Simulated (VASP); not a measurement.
Wanted: the native input for a VASP 6.6.1 run.

* Task: single point
* Functional: LDA
* Potentials or basis: VASP PAW LDA potentials, release 64 (B, N)
* Cutoff: 520 eV
* k mesh: 12 × 12 × 4
* Occupations: gaussian, width 0.05 eV
* Spin: no spin polarisation
* Dipole correction: no
* Further INCAR settings: ALGO = Normal; EDIFF = 1e-06; NBANDS = 16

The structure of BN lies in POSCAR:

```
BN
1.0
    2.4883517152      0.0000000000      0.0000000000
   -1.2441758576      2.1549757989      0.0000000000
    0.0000000000      0.0000000000      6.4952714932
B N
2 2
Direct
    0.3333333333      0.6666666667      0.2500000000
    0.6666666667      0.3333333333      0.7500000000
    0.3333333333      0.6666666667      0.7500000000
    0.6666666667      0.3333333333      0.2500000000
```

These files were run (other wordings do the same):

INCAR

```
PREC = Accurate ; ENCUT = 520
EDIFF = 1E-6 ; ISMEAR = 0
SIGMA = 0.05 ; LREAL = False
LASPH = True ; NELM = 100
ALGO = Normal ; ISIF = 2
LWAVE = False ; LCHARG = False
NBANDS = 16
```

KPOINTS

```
Automatic mesh
0
Gamma
  12 12 4
```

Potentials or basis: VASP PAW LDA potentials, release 64 (B, N).

Launch:

```bash
$ cat potpaw_LDA.64/B/POTCAR potpaw_LDA.64/N/POTCAR > POTCAR
$ mpirun -np 1 vasp_std > vasp.out
```

Results of the run:

| Item | Value |
| --- | --- |
| Pressure | 0.6 GPa |
| Band gap on the k mesh | 4.05 eV, indirect (least direct gap 4.47 eV) |

Run time: 14 s on 1 thread of Intel(R) Xeon(R) 6975P-C (Granite Rapids), on a shared host, peak memory 0.14 GiB.
